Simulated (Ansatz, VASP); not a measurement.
## Two plane-wave programs on Si3Ge

```
CELL_PARAMETERS angstrom
1.41228 0.81538 9.25543
-1.41228 0.81538 9.25543
0.00000 -1.63076 9.25543
ATOMIC_POSITIONS crystal
Si 0.00000 0.00000 0.00000
Si 0.25675 0.25675 0.25675
Si 0.74325 0.74325 0.74325
Ge 0.50000 0.50000 0.50000
```

Alike in both runs: functional PBE; k mesh 18 × 18 × 18; occupations gaussian, width 0.1 eV; no spin polarisation.

Ansatz relaxed the structure, and its values are those at the end. VASP's run is a single point on that final structure, the one shown.

|  | VASP | Ansatz |
| --- | --- | --- |
| version | VASP 6.6.1 | Ansatz 0.2.0 |
| potentials or method | VASP PAW PBE potentials, release 64 (Si, Ge_d), cutoff 520 eV | scalar-relativistic, plane waves, PAW |
| valence electrons in the cell | 26 | 26 |

|  | VASP | Ansatz | Ansatz less VASP |
| --- | --- | --- | --- |
| gap on the k mesh at the Fermi level (eV) | none | none | - |
| pressure (GPa) | -0.1 | 0.0 | +0.12 |

A gap of «none» marks a metal or a gap that the smearing closes.
